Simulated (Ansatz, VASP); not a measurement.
# BAs: VASP beside Ansatz

```
CELL_PARAMETERS angstrom
2.95701 0.00000 0.00000
0.00000 2.95701 0.00000
0.00000 0.00000 2.95701
ATOMIC_POSITIONS crystal
B 0.50000 0.50000 0.50000
As 0.00000 0.00000 0.00000
```

Alike in both runs: task single point; functional PBE-based screened hybrid with a share of 0.25 of exact exchange and HFSCREEN = 0.1; k mesh 5 × 5 × 5; occupations fermi-dirac, width 0.05 eV; no spin polarisation.

|  | VASP | Ansatz |
| --- | --- | --- |
| version | VASP 6.6.1 | Ansatz 0.2.0 |
| potentials or method | VASP PAW PBE potentials, release 64 (B, As) | Ansatz PAW |
| plane-wave cutoff (eV) | 520 | 420 |
| valence electrons in the cell | 8 | 18 |

VASP gave:

| Property | Result |
| --- | --- |
| gap on the k mesh at the Fermi level (eV) | none |
| pressure (GPa) | -9.7 |

Task: Estimate Ansatz's values.

Result: gap on the k mesh at the Fermi level (eV): none; pressure (GPa): -9.1.

VASP's potentials were made for PBE, not for PBE-based screened hybrid. A gap of «none» marks a metal or a gap that the smearing closes. VASP's potentials hold 8 valence electrons a cell and Ansatz's 18, so a difference there can come from the potentials and not from the codes.

The k mesh is coarse, so the values compare programs but aren't converged.
